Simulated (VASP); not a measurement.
# InP: phonons with r2SCAN

Crystal: InP.

```xyz
2
Lattice="2.8717 2.8717 0.0000 -2.8717 2.8717 0.0000 0.0000 2.8717 2.8717" Properties=species:S:1:pos:R:3 pbc="T T T"
In    0.0000    0.0000    0.0000
P     1.4359    4.3076    1.4359
```

| Property | Result |
| --- | --- |
| Program | VASP 6.6.1 |
| Task | phonons |
| Functional | r2SCAN |
| Potentials or basis | VASP PAW PBE potentials, release 64 (In_d, P) |
| Cutoff | 520 eV |
| k mesh | 8 × 8 × 8 |
| Occupations | gaussian, width 0.01 eV |
| Spin | no spin polarisation |
| Dipole correction | no |
| Further INCAR settings | ALGO = Normal; EDIFF = 1e-08; IBRION = 6; POTIM = 0.015; NSW = 1 |

```
Highest phonon frequency at Γ, LO-TO splitting left out : 329 cm⁻¹
```

Phonon frequencies in cm⁻¹ (negative: imaginary):
```csv
q point,frequencies
"(0.000, 0.000, 0.000)",0 0 0 329 329 329
```

Wall time 22 min on 1 thread of Intel Xeon 8259CL (shared host), peak memory 0.26 GiB.

Caveat: the cell stands under pressure or tension, which shifts response properties.
